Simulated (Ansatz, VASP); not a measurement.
# One calculation of Re, two programs

```
Re
1.0
     0.00000    2.25776    1.49554
     2.25776    0.00000    1.49554
     2.25776    2.25776    0.00000
Re
1
Direct
  0.00000 0.00000 0.00000
```

Alike in both runs: task single point; functional PBE; k mesh 10 × 10 × 10; occupations gaussian, width 0.15 eV; no spin polarisation.

|  | VASP | Ansatz |
| --- | --- | --- |
| version | VASP 6.6.1 | Ansatz 0.2.0 |
| potentials or method | VASP PAW PBE potentials, release 64 (Re), cutoff 520 eV | scalar-relativistic, plane waves, PAW |
| valence electrons in the cell | 7 | 15 |

Ansatz gave:

- gap on the k mesh at the Fermi level (eV): none
- pressure (GPa): -3.4
- traceless stress, the component that is largest in VASP (GPa): 0.32

Estimate VASP's values.

gap on the k mesh at the Fermi level (eV): none; pressure (GPa): -3.9; traceless stress, the component that is largest in VASP (GPa): 0.02.

A gap of «none» marks a metal or a gap that the smearing closes. With one functional, cell and mesh, what is left measures potentials, basis and numerics. VASP's potentials hold 7 valence electrons a cell and Ansatz's 15, so a difference there can come from the potentials and not from the codes.

Spin-orbit coupling is off throughout.
